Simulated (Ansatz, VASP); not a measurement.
## One calculation of TiO2, two programs

```xyz
12
Lattice="-3.7779 0.0000 0.0000 0.0000 -3.7779 0.0000 0.0000 0.0000 10.0828" Properties=species:S:1:pos:R:3 pbc="T T T"
Ti    0.0000    0.0000    8.3849
Ti   -1.8890   -1.8890    3.5935
Ti   -1.8890    0.0000    5.9892
Ti    0.0000   -1.8890    1.1978
O    -1.8890   -1.8890    5.5801
O    -3.7779   -3.7779    0.7887
O    -1.8890    0.0000    7.9758
O     0.0000   -1.8890    3.1844
O    -1.8890    0.0000    4.0027
O     0.0000   -1.8890    8.7941
O     0.0000    0.0000    6.3984
O    -1.8890   -1.8890    1.6070
```

Alike in both runs: task single point; functional r2SCAN; k mesh 6 × 6 × 3; occupations gaussian, width 0.05 eV; no spin polarisation.

```csv
,VASP,Ansatz
version,VASP 6.6.1,Ansatz 0.2.0
potentials or method,"VASP PAW PBE potentials, release 64 (Ti_sv, O), cutoff 520 eV","scalar-relativistic, plane waves, PAW"
valence electrons in the cell,96,96
```

|  | VASP | Ansatz | Ansatz less VASP |
| --- | --- | --- | --- |
| gap on the k mesh at the Fermi level (eV) | 2.21 | 2.19 | -0.019 |
| least direct gap on the mesh (eV) | 2.46 | 2.44 | -0.022 |
| pressure (GPa) | -5.1 | -6.2 | -1.08 |
| traceless stress, the component that is largest in VASP (GPa) | 6.54 | 6.40 | -0.133 |
| rms of the force components (eV/Å) | 0.314 | 0.303 | -0.0109 |

VASP's potentials were made for PBE, not for r2SCAN. Atom by atom the forces differ by 0.030 eV/Å (rms over components).
